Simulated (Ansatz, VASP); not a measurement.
Two plane-wave programs on Fe

```
Fe
1.0
     4.06561    0.00000    0.00000
    -2.03280    3.52092    0.00000
     0.00000    0.00000    2.31344
Fe
3
Direct
  0.00000 0.00000 0.00000
  0.33333 0.66667 0.50000
  0.66667 0.33333 0.50000
```

Alike in both runs: task single point; functional PBE; k mesh 10 × 10 × 15; occupations fermi-dirac, width 0.05 eV; collinear spin.

|  | VASP | Ansatz |
| --- | --- | --- |
| version | VASP 6.6.1 | Ansatz 0.2.0 |
| potentials or method | VASP PAW PBE potentials, release 64 (Fe), cutoff 520 eV | plane waves (420 eV) with PAW, scalar-relativistic |
| valence electrons in the cell | 24 | 48 |

Ansatz gave:

| Property | Result |
| --- | --- |
| pressure (GPa) | 14.8 |
| traceless stress, the component that is largest in VASP (GPa) | 0.79 |
| net moment per atom (μB) | 2.27 |
| size of the moment on the site where the two differ most (μB) | 2.44 |

Task: Which values does VASP return?

Result: Pressure (GPa): -4.1; traceless stress, the component that is largest in VASP (GPa): 11.39; net moment per atom (μB): 1.21; size of the moment on the site where the two differ most (μB): 0.58.

The net moments are unlike, so the other rows may belong to different states. Site moments also hang on the region over which each program counts them. VASP's potentials hold 24 valence electrons a cell and Ansatz's 48, so a difference there can come from the potentials and not from the codes.
